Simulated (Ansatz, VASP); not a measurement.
**Sr: VASP beside Ansatz**

```
CELL_PARAMETERS angstrom
-2.62162 2.62162 2.43553
2.62162 -2.62162 2.43553
2.62162 2.62162 -2.43553
ATOMIC_POSITIONS crystal
Sr 0.00000 0.00000 0.00000
```

Alike in both runs: task single point; functional PBEsol; k mesh 6 × 6 × 6; occupations gaussian, width 0.1 eV; no spin polarisation.

```csv
,VASP,Ansatz
version,VASP 6.6.1,Ansatz 0.2.0
potentials or method,"VASP PAW PBE potentials, release 64 (Sr_sv), cutoff 520 eV","scalar-relativistic, plane waves, PAW"
valence electrons in the cell,10,10
```

```csv
,VASP,Ansatz,Ansatz less VASP
gap on the k mesh at the Fermi level (eV),none,none,-
pressure (GPa),-2.1,-2.1,0.00
"traceless stress, the component that is largest in VASP (GPa)",0.05,0.05,+0.006
```

VASP's potentials were made for PBE, not for PBEsol. A gap of «none» marks a metal or a gap that the smearing closes. The functional is the same, so the differences come from potentials, cutoffs and numerics.
